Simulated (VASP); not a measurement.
# Si4GePt (P-6m2) in VASP: relaxation of cell and atoms with PBE

Aim: the relaxation of cell and atoms of Si4GePt with PBE.

Everything below comes from runs of VASP 6.6.1. Logs are shortened: lines on timing, memory, paths and dates and some standing lists are left out, and cuts for length are marked.

## (1) The cell of the first run

Symmetry: P-6m2, No. 187, hexagonal system. The conventional cell has a = 2.953 Å, b = 2.953 Å, c = 11.782 Å, α = 90.00°, β = 90.00°, γ = 120.00°. Within 3.0 Å of Si (site symmetry 3m) lie 3 Ge at 2.26 Å and 7 Si at 2.95 to 2.97 Å. Si (site symmetry 3m) has 3 Pt at 2.23 Å and 7 Si at 2.87 to 2.95 Å within 3.0 Å. Within 3.0 Å of Ge (site symmetry -6m2) lie 6 Si at 2.26 Å and 6 Ge at 2.95 Å. Within 3.0 Å of Pt (site symmetry -6m2) lie 6 Si at 2.23 Å and 6 Pt at 2.95 Å.

The cell was generated, and may not be a known phase.

## (2) Relaxation of cell and atoms, PBE

Contents of INCAR:

```
PREC     = Accurate       # precision mode
ENCUT    = 570            # plane-wave cutoff, eV
EDIFF    = 1E-7           # SCF threshold, eV
ISMEAR   = 0              # smearing method
SIGMA    = 0.1            # smearing width, eV
LREAL    = F              # projectors in reciprocal space
LASPH    = T              # aspherical terms in the spheres
NELM     = 120            # most SCF steps
ALGO     = Normal         # electronic algorithm
ISIF     = 3              # what is computed and relaxed
LWAVE    = F              # write WAVECAR
LCHARG   = F              # write CHGCAR
GGA      = PE             # functional
IBRION   = 2              # ionic algorithm
NSW      = 90             # ionic steps
EDIFFG   = -0.04          # ionic threshold
GGA_COMPAT= F            
NELMIN   = 4
```

Contents of KPOINTS:

```
Automatic mesh
0
Gamma
  6 6 2
```

Contents of POSCAR:

```
Si4GePt
1.0
    2.9530040700      0.0000000000      0.0000000000
   -1.4765020400      2.5573765400      0.0000000000
    0.0000000000      0.0000000000     11.7819964300
Si Ge Pt
4 1 1
Direct
    0.3333333300      0.6666666700      0.6259580300
    0.0000000000      0.0000000000      0.8781179800
    0.0000000000      0.0000000000      0.1218820200
    0.3333333300      0.6666666700      0.3740419700
    0.6666666700      0.3333333300      0.5000000000
    0.6666666700      0.3333333300      0.0000000000
```

Potentials or basis: VASP PAW PBE potentials, release 64 (Si, Ge_d, Pt_sv_GW).

The run is started by

```console
$ cat potpaw_PBE.64/Si/POTCAR potpaw_PBE.64/Ge_d/POTCAR potpaw_PBE.64/Pt_sv_GW/POTCAR > POTCAR
$ mpirun -np 1 vasp_std > vasp.out
```

OUTCAR:

```text
PREC = Accurate
   ENCUT = 570
   EDIFF = 1E-7
   ISMEAR = 0
   LREAL = F
   LASPH = T
   NELM = 120
   ISIF = 3
   GGA = PE
   IBRION = 2
   NSW = 90
   EDIFFG = -0.04
   NELMIN = 4

 ion  position               nearest neighbor table
   1  0.333  0.667  0.626-   5 2.26   5 2.26   5 2.26   4 2.97
   2  0.000  0.000  0.878-   6 2.23   6 2.23   6 2.23   3 2.87
   3  0.000  0.000  0.122-   6 2.23   6 2.23   6 2.23   2 2.87
   4  0.333  0.667  0.374-   5 2.26   5 2.26   5 2.26   1 2.97
   5  0.667  0.333  0.500-   1 2.26   4 2.26   1 2.26   4 2.26   1 2.26   4 2.26
   6  0.667  0.333  0.000-   2 2.23   3 2.23   2 2.23   3 2.23   2 2.23   3 2.23

  LATTYP: Found a hexagonal cell.
 ALAT       =     2.9530040700
 C/A-ratio  =     3.9898341319

  Lattice vectors:

 A1 = (   2.9530040700,   0.0000000000,   0.0000000000)
 A2 = (  -1.4765020400,   2.5573765400,   0.0000000000)
 A3 = (   0.0000000000,   0.0000000000,  11.7819964300)

Analysis of symmetry for initial positions (statically):
=====================================================================
 Subroutine PRICEL returns:
 Original cell was already a primitive cell.

 Routine SETGRP: Setting up the symmetry group for a
 hexagonal supercell.

 Subroutine GETGRP returns: Found 12 space group operations
 (whereof 12 operations were pure point group operations)
 out of a pool of 24 trial point group operations.

The static configuration has the point symmetry D_3h.

Analysis of symmetry for dynamics (positions and initial velocities):
=====================================================================
 Subroutine PRICEL returns:
 Original cell was already a primitive cell.

 Routine SETGRP: Setting up the symmetry group for a
 hexagonal supercell.

 Subroutine GETGRP returns: Found 12 space group operations
 (whereof 12 operations were pure point group operations)
 out of a pool of 24 trial point group operations.

The dynamic configuration has the point symmetry D_3h.

 Subroutine INISYM returns: Found 12 space group operations
 (whereof 12 operations are pure point group operations),
 and found     1 'primitive' translations

----------------------------------------------------------------------------------------

                                     Primitive cell

  volume of cell :      88.9770

  direct lattice vectors                    reciprocal lattice vectors
     2.953004070  0.000000000  0.000000000     0.338638206  0.195512860  0.000000000
[... 78 lines left out ...]
   LNONCOLLINEAR =      F non collinear calculations
   LSORBIT =      F    spin-orbit coupling
   LASPH  =      T    aspherical Exc in radial PAW
   ENCUT  =  570.0 eV  41.89 Ry    6.47 a.u.   5.75  5.75 22.94*2*pi/ulx,y,z
   NELM   =    120;   NELMIN=  4; NELMDL= -5     # of ELM steps
   EDIFF  = 0.1E-06   stopping-criterion for ELM
   LREAL  =      F    real-space projection
   EDIFFG = -.4E-01   stopping-criterion for IOM
   NSW    =     90    number of steps for IOM
   IBRION =      2    ionic relax: 0-MD 1-quasi-New 2-CG
   NFREE  =      1    steps in history (QN), initial steepest desc. (CG)
   ISIF   =      3    stress and relaxation
   ISYM   =      2    0-nonsym 1-usesym 2-fastsym
   POTIM  = 0.5000    time-step for ionic-motion
   TEBEG  =    0.0;   TEEND  =   0.0 temperature during run
   PSTRESS=    0.0 pullay stress
   NELECT =      48.0000    total number of electrons
   NUPDOWN=      -1.0000    fix difference up-down
   EMIN   =  10.00;   EMAX   =-10.00  energy-range for DOS
   EFERMI =   0.00;   METHOD = LEGACY
   ISMEAR =     0;   SIGMA  =   0.10  broadening in eV -4-tet -1-fermi 0-gaus
   EFERMI_NEDOS =   21; number of points for ismear=-14 and -15
   IALGO  =     38    algorithm
   IMIX   =      4    mixing-type and parameters
     AMIX     =   0.40;   BMIX     =  1.00
     AMIX_MAG =   1.60;   BMIX_MAG =  1.00
  volume/ion in A,a.u.               =      14.83       100.07
  Fermi-wavevector in a.u.,A,eV,Ry     =   1.332691  2.518420 24.164825  1.776065
  Thomas-Fermi vector in A             =   2.461606
   LORBIT       =      0    0 simple, 1 ext, 2 COOP (PROOUT), +10 PAW based schemes
   GGA     = PE    functional components
   LHFCALC =     F    Hartree Fock is set to
   AEXX    =    0.0000 exact exchange contribution
   IVDW    =     0    specifies the selected vdW correction
   LEPSILON=     F    determine dielectric tensor
   LRPA    =     F    only Hartree local field effects (RPA)
 conjugate gradient relaxation of ions
 non-spin polarized calculation
 Gauss-broadening in eV      SIGMA  =   0.10
  energy-cutoff  :      570.00
  volume of cell :       88.98
 maximum number of plane-waves:      2768
 NGX is ok and might be reduce to    24
   NGX = 11   NGY = 11   NGZ = 45

--------------------------------------- Ionic step        1  -------------------------------------------

 number of electron      47.9999998 magnetization

 Free energy of the ion-electron system (eV)
  ---------------------------------------------------
  ext. energy  EPLUGINS =         0.00000000
  ---------------------------------------------------
  free energy    TOTEN  =       -24.35690518 eV

  energy without entropy =      -24.33944355  energy(sigma->0) =      -24.34817436

------------------------ aborting loop because EDIFF is reached ----------------------------------------

  FORCE on cell =-STRESS in cart. coord.  units (eV):
  Direction    XX          YY          ZZ          XY          YZ          ZX
  --------------------------------------------------------------------------------------
  -------------------------------------------------------------------------------------
  Total       34.4597985     34.4597984     24.7933565     -0.0000001      0.0000000      0.0000000
  in kB      620.5056018    620.5056008    446.4453446     -0.0000012      0.0000000      0.0000000
  external PRESSURE =     562.4855157 kB  Pullay stress =       0.0000000 kB
[... 986 lines left out ...]
     27      15.2559      0.00000
     28      15.6570      0.00000

[... ionic steps 4 to 44 ...]

--------------------------------------- Ionic step       45  -------------------------------------------

 number of electron      48.0000012 magnetization

------------------------ aborting loop because EDIFF is reached ----------------------------------------
[... 75 lines left out ...]
--------------------------------------- Ionic step       47  -------------------------------------------

 number of electron      48.0000011 magnetization

 Free energy of the ion-electron system (eV)
  ---------------------------------------------------
  ext. energy  EPLUGINS =         0.00000000
  ---------------------------------------------------
  free energy    TOTEN  =       -31.45569585 eV

  energy without entropy =      -31.43889372  energy(sigma->0) =      -31.44729479

 E-fermi :   8.3520     XC(G=0): -11.1564

 val. band max:        8.3438475581   @ k =   0.5000  -0.0000   0.0000
 cond. band min:       8.3696889137   @ k =   0.5000  -0.0000   0.5000
 fundamental gap:      0.0258413556
 Fermi energy:         8.3520082579
[... 465 lines left out ...]
  FREE ENERGIE OF THE ION-ELECTRON SYSTEM (eV)
  ---------------------------------------------------
  free  energy   TOTEN  =       -31.4556958497 eV

  energy  without entropy=      -31.4388937223  energy(sigma->0) =      -31.44729479

 reached required accuracy - stopping structural energy minimisation
```

OSZICAR:

```text
N       E                     dE             d eps       ncg     rms          rms(c)
DAV:   1     0.517853665439E+03    0.51785E+03   -0.27102E+04  1088   0.323E+03
DAV:   2     0.313833976349E+02   -0.48647E+03   -0.47396E+03   944   0.867E+02
DAV:   3    -0.257605937774E+02   -0.57144E+02   -0.55183E+02   976   0.170E+02
[... 655 lines left out ...]
       N       E                     dE             d eps       ncg     rms          rms(c)
DAV:   1    -0.314587398117E+02   -0.49985E-02   -0.12183E-01   928   0.328E+00    0.756E-01
DAV:   2    -0.314549059358E+02    0.38339E-02   -0.26664E-02   980   0.146E+00    0.294E-01
DAV:   3    -0.314543554297E+02    0.55051E-03   -0.36305E-03  1004   0.480E-01    0.181E-01
DAV:   4    -0.314542984213E+02    0.57008E-04   -0.38373E-04   900   0.131E-01    0.162E-01
DAV:   5    -0.314542721328E+02    0.26289E-04   -0.12391E-04  1088   0.922E-02    0.517E-02
DAV:   6    -0.314542509382E+02    0.21195E-04   -0.10642E-04  1144   0.821E-02    0.419E-02
DAV:   7
```

Wall time 35 min (1 thread of AMD EPYC 7R13 (Zen 3), shared host); peak memory 0.24 GiB.

Results:

- Free energy: -31.4557 eV
- Relaxed volume: 16.72 Å³/atom
- Relaxed cell: a = 3.570 Å, b = 3.570 Å, c = 9.087 Å, α = 90.00°, β = 90.00°, γ = 120.00°
- Space group after relaxing (to 0.1 Å): P-6m2 (No. 187)
- Energy gained by relaxing: 1183.1 meV/atom
- Ionic steps: 47
- Pressure after relaxing: -0.3 GPa
- Largest force after relaxing: 0.023 eV/Å
- Band gap on the k mesh: zero (bands 24 and 25 overlap by 3.38 eV)

Forces in eV/Å, atoms in the order of the input:
```
Si   0.000  0.000 -0.023
Si   0.000  0.000 -0.014
Si   0.000  0.000  0.014
Si   0.000  0.000  0.023
Ge   0.000  0.000  0.000
Pt   0.000  0.000  0.000
```

The path:
| step | energy change (eV) | largest force (eV/Å) | pressure (GPa) | volume (Å³) |
| --- | --- | --- | --- | --- |
| 1 | 0.0000 | 7.3059 | 56.25 | 88.98 |
| 3 | -4.8737 | 0.6237 | -4.96 | 119.22 |
| 5 | -4.9337 | 0.9186 | -1.43 | 114.96 |
| 7 | -6.2914 | 1.3340 | 0.69 | 107.16 |
| 9 | -6.4466 | 1.7059 | 5.20 | 103.09 |
| 11 | -6.5046 | 2.2899 | 8.39 | 99.06 |
| 13 | -6.7817 | 1.4532 | 2.16 | 102.03 |
| 15 | -6.8304 | 1.2301 | -0.20 | 103.29 |
| 17 | -6.8410 | 1.0799 | -1.30 | 103.88 |
| 19 | -6.9650 | 0.4566 | -0.37 | 101.73 |
| 21 | -7.0053 | 0.1393 | 1.58 | 99.14 |
| 23 | -7.0139 | 0.0748 | -0.20 | 100.57 |
| 25 | -7.0201 | 0.0768 | -0.18 | 100.61 |
| 27 | -7.0530 | 0.3326 | -0.80 | 100.69 |
| 29 | -7.0547 | 0.2936 | -0.72 | 100.66 |
| 31 | -7.0575 | 0.3635 | -0.45 | 100.35 |
| 33 | -7.0592 | 0.3471 | -0.43 | 100.35 |
| 35 | -7.0707 | 0.3148 | 0.17 | 99.82 |
| 37 | -7.0691 | 0.2905 | 3.06 | 97.70 |
| 39 | -7.0841 | 0.1848 | 1.29 | 98.94 |
| 41 | -7.0968 | 0.1220 | -0.13 | 100.35 |
| 43 | -7.0974 | 0.1172 | 0.11 | 100.15 |
| 45 | -7.0987 | 0.0417 | -0.17 | 100.26 |
| 47 | -7.0988 | 0.0234 | -0.27 | 100.30 |

Final structure:
```yaml
crystal:
  lattice:
    - [3.57018, 0.00000, 0.00000]
    - [-1.78509, 3.09187, 0.00000]
    - [0.00000, 0.00000, 9.08673]
  atoms:
    - { symbol: Si, position: [0.33333, 0.66667, 0.66932] }
    - { symbol: Si, position: [0.00000, 0.00000, 0.84193] }
    - { symbol: Si, position: [0.00000, 0.00000, 0.15807] }
    - { symbol: Si, position: [0.33333, 0.66667, 0.33068] }
    - { symbol: Ge, position: [0.66667, 0.33333, 0.50000] }
    - { symbol: Pt, position: [0.66667, 0.33333, 0.00000] }
```

Levels at points of the mesh, in eV from the Fermi level:
```csv
k point,band 20,band 21,band 22,band 23,band 24,band 25,band 26,band 27,band 28
"(0.00, 0.00, 0.00)",0.33,0.33,1.16,1.35,1.35,2.05,2.05,2.40,4.23
"(0.50, 0.00, 0.00)",-2.60,-2.27,-2.09,-1.86,-1.67,-0.01,0.04,0.29,1.89
"(0.00, 0.00, 0.50)",-1.06,0.28,0.28,1.71,1.71,1.90,1.90,2.62,3.43
"(0.50, 0.00, 0.50)",-3.14,-2.86,-2.24,-1.95,-1.19,0.02,0.45,1.39,2.43
```

Caveat: the k points lie up to 0.35 Å⁻¹ apart in the final cell, too coarse for converged energies and pressures of a metal; a cell axis changed by over 15 % at a fixed basis, so the end point is rough; spin-orbit coupling is left out, which moves the levels of the heavy elements.

The gap in the log of VASP goes by the Fermi energy; the results here count the filled bands.